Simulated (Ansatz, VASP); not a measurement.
**MgO: VASP beside Ansatz**

INCAR

```
PREC = Accurate
ENCUT = 520
EDIFF = 1E-6
ISMEAR = 0
SIGMA = 0.05
LREAL = False
LASPH = True
NELM = 60
ALGO = Normal
ISIF = 2
LWAVE = False
LCHARG = False
GGA = PS
NBANDS = 11
```

Contents of KPOINTS:

```
regular mesh
0
Gamma
  10 10 10
```

POSCAR

```
MgO
1.0
    0.0000000000      2.1075959641      2.1075959641
    2.1075959641      0.0000000000      2.1075959641
    2.1075959641      2.1075959641      0.0000000000
Mg O
1 1
Direct
    0.0252360405      0.0252360405     -0.0252360405
    0.4616624812      0.4616624812      0.5383375188
```

Input for Ansatz:

```yaml
crystal:
  lattice:
    - [0.0, 2.1075959641, 2.1075959641]
    - [2.1075959641, 0.0, 2.1075959641]
    - [2.1075959641, 2.1075959641, 0.0]
  atoms:
    - { symbol: Mg, position: [0.0252360405, 0.0252360405, -0.0252360405] }
    - { symbol: O, position: [0.4616624812, 0.4616624812, 0.5383375188] }
basis:
  ecutwfc: 520.0
kpoints:
  mp_grid: { grid: [10, 10, 10] }
hamiltonian:
  xc: pbesol
  pseudopotentials: { kind: paw, azcp: { folder: soft_1 } }
scf:
  occupations: { method: gaussian, width: 0.05 }
output:
  forces: true
  stress: true
  eigenvalues: true
```

Change from the starting cell: mode 6 frozen in at -0.162 Å, equal normal strain along x, y and z +0.0000.

Alike in both runs: task single point; functional PBEsol; k mesh 10 × 10 × 10; occupations gaussian, width 0.05 eV; no spin polarisation.

|  | VASP | Ansatz |
| --- | --- | --- |
| version | VASP 6.6.1 | Ansatz 0.2.0 |
| potentials or method | VASP PAW PBE potentials, release 64 (Mg, O), cutoff 520 eV | scalar-relativistic, plane waves, PAW |
| valence electrons in the cell | 8 | 16 |

|  | VASP | Ansatz | Ansatz less VASP |
| --- | --- | --- | --- |
| gap on the k mesh at the Fermi level (eV) | 4.60 | 4.60 | +0.003 |
| least direct gap on the mesh (eV) | 4.60 | 4.60 | +0.003 |
| pressure (GPa) | 7.2 | 7.5 | +0.33 |
| traceless stress, the component that is largest in VASP (GPa) | 18.58 | 18.15 | -0.437 |
| rms of the force components (eV/Å) | 1.295 | 1.271 | -0.0240 |

VASP's potentials were made for PBE, not for PBEsol, and Ansatz warns of the same on its side. Atom by atom the forces differ by 0.024 eV/Å (rms over components). VASP's potentials hold 8 valence electrons a cell and Ansatz's 16, so a difference there can come from the potentials and not from the codes.
